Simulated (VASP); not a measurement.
Input of a VASP 6.6.1 run:

The input INCAR:

```
  PREC = Accurate
  ENCUT = 600
  EDIFF = 1E-6
  ISMEAR = -1
  SIGMA = 0.05
  LREAL = F
  LASPH = T
  NELM = 60
  ALGO = Normal
  ISIF = 3
  LWAVE = F
  LCHARG = F
  GGA = PE
  IBRION = 2
  NSW = 45
  EDIFFG = -0.005
```

File KPOINTS:

```
Automatic mesh
0
Gamma
  16 16 16
```

POSCAR

```
Cd
1.0
   -1.8001514411      1.8001514411      1.8001514411
    1.8001514411     -1.8001514411      1.8001514411
    1.8001514411      1.8001514411     -1.8001514411
Cd
1
Direct
    0.0000000000      0.0000000000      0.0000000000
```

Potentials or basis: VASP PAW PBE potentials, release 64 (Cd).

Launch:

```sh
$ cat potpaw_PBE.64/Cd/POTCAR > POTCAR
$ mpirun -np 1 vasp_std > vasp.out
```

Question: Estimate the relaxed cell.

Answer: a = 3.120 Å, b = 3.120 Å, c = 3.120 Å, α = 109.47°, β = 109.47°, γ = 109.47°.

Question: What does it give for the band gap on the k mesh?

Answer: Zero (band 6 reaches 5.80 eV, above the bottom of band 7 at 1.39 eV).

Question: What does it give for the relaxed volume?

Answer: 23.39 Å³/atom.

Question: Estimate the space group after relaxing (to 0.05 Å).

Answer: Im-3m (No. 229).

Final structure:
```xyz
1
Lattice="-1.8016 1.8016 1.8016 1.8016 -1.8016 1.8016 1.8016 1.8016 -1.8016" Properties=species:S:1:pos:R:3 pbc="T T T"
Cd    0.0000    0.0000    0.0000
```
